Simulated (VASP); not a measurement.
# Cs3Ge2S3 (R-3m) in VASP: further runs, part 2 of 2

VASP 6.6.1.

## (4) Relaxation of cell and atoms, PBE

INCAR

```
PREC     = Accurate       # precision mode
ENCUT    = 600            # plane-wave cutoff, eV
EDIFF    = 1E-7           # SCF threshold, eV
ISMEAR   = 0              # smearing method
SIGMA    = 0.1            # smearing width, eV
LREAL    = F              # projectors in reciprocal space
LASPH    = T              # aspherical terms in the spheres
NELM     = 60             # most SCF steps
ALGO     = Normal         # electronic algorithm
ISIF     = 3              # what is computed and relaxed
LWAVE    = F              # write WAVECAR
LCHARG   = F              # write CHGCAR
GGA      = PE             # functional
IBRION   = 2              # ionic algorithm
NSW      = 90             # ionic steps
EDIFFG   = -0.04          # ionic threshold
```

KPOINTS

```
regular mesh
0
Gamma
  3 3 3
```

POSCAR

```
Cs3Ge2S3
1.0
    3.2568108800      1.8803206400      7.5386219300
   -3.2568108800      1.8803206400      7.5386219300
    0.0000000000     -3.7606412700      7.5386219300
Cs Ge S
3 2 3
Direct
    0.5000000000      0.5000000000      0.5000000000
    0.0807000000      0.0807000000      0.0807000000
    0.9193000000      0.9193000000      0.9193000000
    0.2423000000      0.2423000000      0.2423000000
    0.7577000000      0.7577000000      0.7577000000
    0.5000000000      0.5000000000      0.0000000000
    0.0000000000      0.5000000000      0.5000000000
    0.5000000000      0.0000000000      0.5000000000
```

Run with:

```
cat potpaw_PBE.64/Cs_sv/POTCAR potpaw_PBE.64/Ge_d/POTCAR potpaw_PBE.64/S/POTCAR > POTCAR
mpirun -np 1 vasp_std > vasp.out
```

It took 30 min on 1 thread of AMD EPYC 9R45 (Zen 5), shared host; peak memory 0.76 GiB.

Results (log left out):

```yaml
Free_energy: -28.4582 eV
Relaxed_volume: 39.36 Å³/atom
Relaxed_cell: a = 7.747 Å, b = 7.747 Å, c = 7.747 Å, α = 58.16°, β = 58.16°, γ = 58.16°
Space_group_after_relaxing_to_0.1_Å: R-3m (No. 166)
Energy_gained_by_relaxing: 506.0 meV/atom
Ionic_steps: 17
Pressure_after_relaxing: 0.0 GPa
Largest_force_after_relaxing: 0.039 eV/Å
Band_gap_on_the_k_mesh: zero (an odd number of electrons rules out a gap without spin polarisation)
```

Forces on the atoms (eV/Å):
```
Cs   0.000  0.000  0.000
Cs   0.000  0.000 -0.039
Cs   0.000  0.000  0.039
Ge   0.000  0.000  0.038
Ge   0.000  0.000 -0.038
S    0.000  0.000  0.000
S    0.000  0.000  0.000
S    0.000  0.000  0.000
```

The path:
```
step  energy change (eV)  largest force (eV/Å)  pressure (GPa)  volume (Å³)
   1              0.0000                1.7828           -2.34       276.99
   2             -0.7789                1.7761           -0.21       256.97
   3             -1.2461                1.9270            4.74       231.74
   4             -1.6946                1.8897            5.59       231.97
   5             -1.8435                3.5162            9.32       231.38
   6             -2.0142                2.6170            7.71       231.82
   7             -2.6537                1.9634            5.78       243.68
   8             -3.7017                0.7437            2.03       281.16
   9             -3.5394                0.1026           -1.66       364.69
  10             -3.9480                0.2749           -0.11       316.84
  11             -3.9493                0.3121            0.10       312.54
  12             -3.9913                0.2152            0.14       311.88
  13             -4.0411                0.0683            0.40       309.61
  14             -4.0470                0.0435            0.13       313.01
  15             -4.0477                0.0601            0.00       314.72
  16             -4.0477                0.0570            0.01       314.62
  17             -4.0482                0.0388            0.01       314.90
```

Final structure:
```cif
data_structure
_symmetry_space_group_name_H-M 'P 1'
_symmetry_Int_Tables_number 1
_cell_length_a 7.7473
_cell_length_b 7.7473
_cell_length_c 7.7473
_cell_angle_alpha 58.155
_cell_angle_beta 58.155
_cell_angle_gamma 58.155
_cell_volume 314.90
loop_
_atom_site_label
_atom_site_type_symbol
_atom_site_fract_x
_atom_site_fract_y
_atom_site_fract_z
_atom_site_occupancy
Cs1 Cs 0.50000 0.50000 0.50000 1
Cs2 Cs 0.09202 0.09202 0.09202 1
Cs3 Cs 0.90798 0.90798 0.90798 1
Ge1 Ge 0.28192 0.28192 0.28192 1
Ge2 Ge 0.71808 0.71808 0.71808 1
S1 S 0.50000 0.50000 0.00000 1
S2 S 0.00000 0.50000 0.50000 1
S3 S 0.50000 0.00000 0.50000 1
```

Levels at points of the mesh, in eV from the Fermi level:
| k point | band 33 | band 34 | band 35 | band 36 | band 37 | band 38 | band 39 | band 40 | band 41 | band 42 |
| --- | --- | --- | --- | --- | --- | --- | --- | --- | --- | --- |
| (0.00, 0.00, 0.00) | -2.15 | -2.15 | -1.83 | -1.12 | -0.75 | 0.23 | 0.23 | 1.19 | 2.41 | 2.41 |

Caveat: the k points lie up to 0.34 Å⁻¹ apart in the final cell, too coarse for converged energies and pressures of a metal; spin-orbit coupling is left out, which moves the levels of the heavy elements.

## (5) Single point, PBE

This run uses another cell than the first one, of 39.39 Å³/atom.

INCAR

```
SYSTEM = Cs3Ge2S3
PREC = Accurate
ENCUT = 520
EDIFF = 1E-6
ISMEAR = 0
SIGMA = 0.1
LREAL = .False.
LASPH = .True.
NELM = 60
ALGO = Normal
ISIF = 2
LWAVE = .False.
LCHARG = .False.
GGA = PE
NBANDS = 46
```

KPOINTS

```
regular mesh
0
Gamma
  6 6 6
  0 0 0
```

POSCAR

```
Cs3Ge2S3
1.0
    3.7765961480      2.1804188026      6.3779381906
   -3.7765961480      2.1804188026      6.3779381906
    0.0000000000     -4.3608376053      6.3779381905
Cs Ge S
3 2 3
Direct
    0.5000000000      0.5000000000      0.5000000000
    0.0918893238      0.0918893238      0.0918893238
    0.9081106762      0.9081106762      0.9081106762
    0.2822893160      0.2822893160      0.2822893160
    0.7177106840      0.7177106840      0.7177106840
    0.5000000000      0.5000000000      0.0000000000
    0.0000000000      0.5000000000      0.5000000000
    0.5000000000      0.0000000000      0.5000000000
```

Potentials or basis: VASP PAW PBE potentials, release 64 (Cs_sv, Ge_d, S).

Run with:

```
cat potpaw_PBE.64/Cs_sv/POTCAR potpaw_PBE.64/Ge_d/POTCAR potpaw_PBE.64/S/POTCAR > POTCAR
mpirun -np 1 vasp_std > vasp.out
```

OUTCAR:

```text
SYSTEM = Cs3Ge2S3
   PREC = Accurate
   ENCUT = 520
   EDIFF = 1E-6
   ISMEAR = 0
   LREAL = .False.
   LASPH = .True.
   NELM = 60
   ISIF = 2
   GGA = PE

 ion  position               nearest neighbor table
   1  0.500  0.500  0.500-
   2  0.092  0.092  0.092-
   3  0.908  0.908  0.908-
   4  0.282  0.282  0.282-   6 2.39   7 2.39   8 2.39
   5  0.718  0.718  0.718-   6 2.39   7 2.39   8 2.39
   6  0.500  0.500  0.000-   4 2.39   5 2.39
   7  0.000  0.500  0.500-   4 2.39   5 2.39
   8  0.500  0.000  0.500-   4 2.39   5 2.39

  LATTYP: Found a trigonal (rhomboedric) cell.
 ALAT       =     7.7262539554
 COS(alpha) =     0.5221483065

  Lattice vectors:

 A1 = (   3.7765961480,   2.1804188026,   6.3779381906)
 A2 = (  -3.7765961480,   2.1804188026,   6.3779381906)
 A3 = (   0.0000000000,  -4.3608376053,   6.3779381905)

Analysis of symmetry for initial positions (statically):
=====================================================================
 Subroutine PRICEL returns:
 Original cell was already a primitive cell.

 Routine SETGRP: Setting up the symmetry group for a
 trigonal (rhombohedral) supercell.

 Subroutine GETGRP returns: Found 12 space group operations
 (whereof 12 operations were pure point group operations)
 out of a pool of 12 trial point group operations.

The static configuration has the point symmetry D_3d.

Analysis of symmetry for dynamics (positions and initial velocities):
=====================================================================
 Subroutine PRICEL returns:
 Original cell was already a primitive cell.

 Routine SETGRP: Setting up the symmetry group for a
 trigonal (rhombohedral) supercell.

 Subroutine GETGRP returns: Found 12 space group operations
 (whereof 12 operations were pure point group operations)
 out of a pool of 12 trial point group operations.

The dynamic configuration has the point symmetry D_3d.

 Subroutine INISYM returns: Found 12 space group operations
 (whereof 12 operations are pure point group operations),
 and found     1 'primitive' translations

----------------------------------------------------------------------------------------

                                     Primitive cell

  volume of cell :     315.1171

  direct lattice vectors                    reciprocal lattice vectors
     3.776596148  2.180418803  6.377938191     0.132394352  0.076437915  0.052263494
    -3.776596148  2.180418803  6.377938191    -0.132394352  0.076437915  0.052263494
     0.000000000 -4.360837605  6.377938191     0.000000000 -0.152875830  0.052263494

  length of vectors
     7.726253955  7.726253955  7.726253955     0.161562657  0.161562657  0.161562657

  position of ions in fractional coordinates (direct lattice)
     0.500000000  0.500000000  0.500000000
     0.091889324  0.091889324  0.091889324
     0.908110676  0.908110676  0.908110676
     0.282289316  0.282289316  0.282289316
     0.717710684  0.717710684  0.717710684
     0.500000000  0.500000000  0.000000000
     0.000000000  0.500000000  0.500000000
     0.500000000  0.000000000  0.500000000

  ion indices of the primitive-cell ions
[... 40 lines left out ...]
  0.333333  0.000000  0.000000      6.000000
  0.500000  0.000000  0.000000      3.000000
  0.166667  0.166667  0.000000      6.000000
  0.333333  0.166667 -0.000000     12.000000
[... 16 lines left out ...]
  0.500000  0.500000  0.166667      6.000000
 -0.333333  0.500000  0.166667     12.000000
 [... further k-points ...]
   k-points           NKPTS =     32   k-points in BZ     NKDIM =     32   number of bands    NBANDS=     46
   number of dos      NEDOS =    301   number of ions     NIONS =      8
   total plane-waves  NPLWV = 216000
   dimension x,y,z NGX =    60 NGY =   60 NGZ =   60
   dimension x,y,z NGXF=   120 NGYF=  120 NGZF=  120
   ions per type =               3   2   3
   NGX,Y,Z   is equivalent  to a cutoff of  12.91, 12.91, 12.91 a.u.
   NGXF,Y,Z  is equivalent  to a cutoff of  25.82, 25.82, 25.82 a.u.
 SYSTEM =  Cs3Ge2S3
   PREC   = accura    normal or accurate (medium, high low for compatibility)
   ISTART =      0    job   : 0-new  1-cont  2-samecut
   ICHARG =      2    charge: 1-file 2-atom 10-const
   ISPIN  =      1    spin polarized calculation?
   LNONCOLLINEAR =      F non collinear calculations
   LSORBIT =      F    spin-orbit coupling
   LASPH  =      T    aspherical Exc in radial PAW
   ENCUT  =  520.0 eV  38.22 Ry    6.18 a.u.  14.37 14.37 14.37*2*pi/ulx,y,z
   NELM   =     60;   NELMIN=  2; NELMDL= -5     # of ELM steps
   EDIFF  = 0.1E-05   stopping-criterion for ELM
   LREAL  =      F    real-space projection
   EDIFFG = 0.1E-04   stopping-criterion for IOM
   NSW    =      0    number of steps for IOM
   IBRION =     -1    ionic relax: 0-MD 1-quasi-New 2-CG
   NFREE  =      0    steps in history (QN), initial steepest desc. (CG)
   ISIF   =      2    stress and relaxation
   ISYM   =      2    0-nonsym 1-usesym 2-fastsym
   POTIM  = 0.5000    time-step for ionic-motion
   TEBEG  =    0.0;   TEEND  =   0.0 temperature during run
   PSTRESS=    0.0 pullay stress
   NELECT =      73.0000    total number of electrons
   NUPDOWN=      -1.0000    fix difference up-down
   EMIN   =  10.00;   EMAX   =-10.00  energy-range for DOS
   EFERMI =   0.00;   METHOD = LEGACY
   ISMEAR =     0;   SIGMA  =   0.10  broadening in eV -4-tet -1-fermi 0-gaus
   EFERMI_NEDOS =   21; number of points for ismear=-14 and -15
   IALGO  =     38    algorithm
   IMIX   =      4    mixing-type and parameters
     AMIX     =   0.40;   BMIX     =  1.00
     AMIX_MAG =   1.60;   BMIX_MAG =  1.00
  volume/ion in A,a.u.               =      39.39       265.81
  Fermi-wavevector in a.u.,A,eV,Ry     =   1.005445  1.900016 13.754405  1.010920
  Thomas-Fermi vector in A             =   2.138125
   LORBIT       =      0    0 simple, 1 ext, 2 COOP (PROOUT), +10 PAW based schemes
   GGA     = PE    functional components
   LHFCALC =     F    Hartree Fock is set to
   AEXX    =    0.0000 exact exchange contribution
   IVDW    =     0    specifies the selected vdW correction
   LEPSILON=     F    determine dielectric tensor
   LRPA    =     F    only Hartree local field effects (RPA)
 non-spin polarized calculation
 Gauss-broadening in eV      SIGMA  =   0.10
  energy-cutoff  :      520.00
  volume of cell :      315.12
 maximum number of plane-waves:      8513
 NGX is ok and might be reduce to    60
   NGX = 29   NGY = 29   NGZ = 29

 number of electron      73.0000017 magnetization

 Free energy of the ion-electron system (eV)
  ---------------------------------------------------
  ext. energy  EPLUGINS =         0.00000000
  ---------------------------------------------------
  free energy    TOTEN  =       -28.47044795 eV

  energy without entropy =      -28.45723419  energy(sigma->0) =      -28.46384107

 E-fermi :   3.1544     XC(G=0):  -7.6717

 val. band max:        3.1241467105   @ k =   0.5000   0.1667   0.1667
 cond. band min:       3.1567532141   @ k =  -0.3333   0.5000   0.3333
 fundamental gap:      0.0326065036
 Fermi energy:         3.1544022840

 k-point     1 :       0.0000    0.0000    0.0000
  band No.  band energies     occupation
      1     -22.3147      2.00000
      2     -22.3147      2.00000
      3     -22.3116      2.00000
      4     -22.3116      2.00000
      5     -22.2381      2.00000
      6     -22.2381      2.00000
[... 1165 lines left out ...]
     45       5.7647      0.00000
     46       6.0508      0.00000

 [... further k-points ...]

------------------------ aborting loop because EDIFF is reached ----------------------------------------

  FORCE on cell =-STRESS in cart. coord.  units (eV):
  Direction    XX          YY          ZZ          XY          YZ          ZX
  --------------------------------------------------------------------------------------
  -------------------------------------------------------------------------------------
  Total       -0.0078241     -0.0078241      0.0377717      0.0000000     -0.0000000      0.0000000
  in kB       -0.0397810     -0.0397810      0.1920458      0.0000000     -0.0000000      0.0000000
  external PRESSURE =       0.0374946 kB  Pullay stress =       0.0000000 kB

 VOLUME and BASIS-vectors are now :
 -----------------------------------------------------------------------------
  energy-cutoff  :      520.00
  volume of cell :      315.12
      direct lattice vectors                 reciprocal lattice vectors
     3.776596148  2.180418803  6.377938191     0.132394352  0.076437915  0.052263494
    -3.776596148  2.180418803  6.377938191    -0.132394352  0.076437915  0.052263494
     0.000000000 -4.360837605  6.377938191     0.000000000 -0.152875830  0.052263494

 POSITION                                       TOTAL-FORCE (eV/Angst)
 -----------------------------------------------------------------------------------
      0.00000     -0.00000      9.56691        -0.000000     -0.000000      0.000000
      0.00000     -0.00000      1.75819         0.000000     -0.000000      0.008676
      0.00000     -0.00000     17.37562         0.000000      0.000000     -0.008676
      0.00000     -0.00000      5.40127         0.000000     -0.000000      0.001146
      0.00000     -0.00000     13.73254         0.000000      0.000000     -0.001146
      0.00000      2.18042      6.37794         0.000000     -0.000000      0.000000
     -1.88830     -1.09021      6.37794        -0.000000     -0.000000      0.000000
      1.88830     -1.09021      6.37794         0.000000     -0.000000      0.000000
 -----------------------------------------------------------------------------------
    total drift:                               -0.000000     -0.000000      0.000000

  FREE ENERGIE OF THE ION-ELECTRON SYSTEM (eV)
  ---------------------------------------------------
  free  energy   TOTEN  =       -28.4704479466 eV

  energy  without entropy=      -28.4572341881  energy(sigma->0) =      -28.46384107
```

Run time: 7.4 min. Hardware: 1 thread of AMD EPYC 9R45 (Zen 5), shared host; peak memory 0.7 GiB.

Results:

```yaml
Free_energy: -28.4704 eV
Pressure: 0.0 GPa
Largest_force: 0.009 eV/Å
Band_gap_on_the_k_mesh: zero (an odd number of electrons rules out a gap without spin polarisation)
```

Forces in eV/Å, atoms in the order of the input:
```
Cs   0.000  0.000  0.000
Cs   0.000  0.000  0.009
Cs   0.000  0.000 -0.009
Ge   0.000  0.000  0.001
Ge   0.000  0.000 -0.001
S    0.000  0.000  0.000
S    0.000  0.000  0.000
S    0.000  0.000  0.000
```

Caveat: spin-orbit coupling is left out, which moves the levels of the heavy elements.

## (6) Overview

```tsv
task	cell	k mesh	cutoff (eV)	gap on the mesh (eV)	pressure (GPa)	largest force (eV/Å)
single point	a = 8.425 Å, angles 45.5°, 8 atoms, atomic positions A	3 × 3 × 3	520	none	-2.4	1.78
single point	a = 7.756 Å, angles 57.8°, 8 atoms, atomic positions B	3 × 3 × 3	520	none	0.1	0.03
relaxation of cell and atoms	relaxed from a = 8.425 Å, angles 45.5°, 8 atoms, atomic positions A	3 × 3 × 3	600	none	0.0	0.04
single point	a = 7.726 Å, angles 58.5°, 8 atoms, atomic positions C	6 × 6 × 6	520	none	0.0	0.01
```

Alike in all rows: level PBE; potentials or basis VASP PAW PBE potentials, release 64 (Cs_sv, Ge_d, S); no spin polarisation; smearing gaussian 0.1 eV.

Caveats: some runs use coarse meshes; spin-orbit coupling is left out, which moves the levels of the heavy elements; forces of over 1 eV/Å act on the atoms, so gaps and moduli don't describe the material at rest (at least some runs).

Total energies depend on the potentials used, so only differences within one code and one set of settings carry meaning.
